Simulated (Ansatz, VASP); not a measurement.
**One calculation of AgI, two programs**

```xyz
4
Lattice="4.7320 0.0000 0.0000 -2.3660 4.0981 0.0000 0.0000 0.0000 7.7396" Properties=species:S:1:pos:R:3 pbc="T T T"
Ag    0.0000    2.7320    0.0008
Ag    2.3660    1.3660    3.8706
I     0.0000    2.7320    2.9015
I     2.3660    1.3660    6.7713
```

Alike in both runs: task single point; functional PBE; k mesh 6 × 6 × 4; no spin polarisation.

|  | VASP | Ansatz |
| --- | --- | --- |
| version | VASP 6.6.1 | Ansatz 0.2.0 |
| potentials or method | VASP PAW PBE potentials, release 64 (Ag, I) | plane waves, PAW |
| plane-wave cutoff (eV) | 500 | 420 |
| occupations | gaussian, width 0.01 eV | fixed |
| valence electrons in the cell | 36 | 72 |

VASP gave:

```
gap on the k mesh at the Fermi level (eV) : 1.37
pressure (GPa)                            : -0.8
```

Task: Which values does Ansatz return?

Result: gap on the k mesh at the Fermi level (eV): 1.37; pressure (GPa): -0.7.

VASP's potentials hold 36 valence electrons a cell and Ansatz's 72, so a difference there can come from the potentials and not from the codes.

Spin-orbit coupling is off throughout.
